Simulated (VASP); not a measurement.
Write the native input for VASP 6.6.1 that does the following.

- Task: single point
- Functional: PBE
- Potentials or basis: VASP PAW PBE potentials, release 64 (Ca_sv, Se)
- Cutoff: 520 eV
- k mesh: 6 × 6 × 6
- Occupations: gaussian, width 0.01 eV
- Spin: no spin polarisation
- Dipole correction: no
- Further INCAR settings: ALGO = Normal; EDIFF = 1e-07; NBANDS = 15

The structure of CaSe lies in POSCAR:

```
CaSe
1.0
    0.0000000000      2.9189866986      2.9189866986
    2.9189866986      0.0000000000      2.9189866986
    2.9189866986      2.9189866986      0.0000000000
Ca Se
1 1
Direct
    0.0000000000      0.0000000000      0.0000000000
    0.5000000000      0.5000000000      0.5000000000
```

This cell differs from its parent crystal: volume changed by -6%.

These files were run (other wordings do the same):

INCAR

```
SYSTEM = CaSe
PREC = Accurate
ENCUT = 520
EDIFF = 1E-7
ISMEAR = 0
SIGMA = 0.01
LREAL = .FALSE.
LASPH = .TRUE.
NELM = 80
ALGO = Normal
ISIF = 2
LWAVE = .FALSE.
LCHARG = .TRUE.
GGA = PE
LELF = .TRUE.
LVHAR = .TRUE.
NBANDS = 15
```

KPOINTS

```
Automatic mesh
0
G
  6 6 6
  0 0 0
```

Potentials or basis: VASP PAW PBE potentials, release 64 (Ca_sv, Se).

Run with:

```bash
$ cat potpaw_PBE.64/Ca_sv/POTCAR potpaw_PBE.64/Se/POTCAR > POTCAR
$ mpirun -np 1 vasp_std > vasp.out
```

Results of the run:

```yaml
Pressure: 3.5 GPa
Band_gap_on_the_k_mesh: 1.92 eV, indirect (least direct gap 2.89 eV)
```

It took 8.6 s on 1 thread of Intel(R) Xeon(R) Platinum 8488C (Sapphire Rapids), on a shared host, peak memory 0.17 GiB.
